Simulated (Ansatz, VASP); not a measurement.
**CsOs3 in VASP and in Ansatz**

```xyz
4
Lattice="4.1198 0.0000 0.0000 0.0000 4.1198 0.0000 0.0000 0.0000 4.1198" Properties=species:S:1:pos:R:3 pbc="T T T"
Cs    0.0000    0.0000    0.0000
Os    0.0000    2.0599    2.0599
Os    2.0599    0.0000    2.0599
Os    2.0599    2.0599    0.0000
```

Alike in both runs: functional PBE; k mesh 4 × 4 × 4; occupations gaussian, width 0.1 eV; no spin polarisation.

Ansatz relaxed the structure, and its values are those at the end. VASP's run is a single point on that final structure, the one shown.

|  | VASP | Ansatz |
| --- | --- | --- |
| version | VASP 6.6.1 | Ansatz 0.2.0 |
| potentials or method | VASP PAW PBE potentials, release 64 (Cs_sv, Os_sv_GW), cutoff 560 eV | scalar-relativistic, plane waves, PAW |
| valence electrons in the cell | 57 | 57 |

```csv
,VASP,Ansatz,Ansatz less VASP
gap on the k mesh at the Fermi level (eV),none,none,-
pressure (GPa),1.5,-0.1,-1.61
```

A gap of «none» marks a metal or a gap that the smearing closes.

The k mesh is coarse, so the values compare programs but aren't converged. Spin-orbit coupling is off throughout.
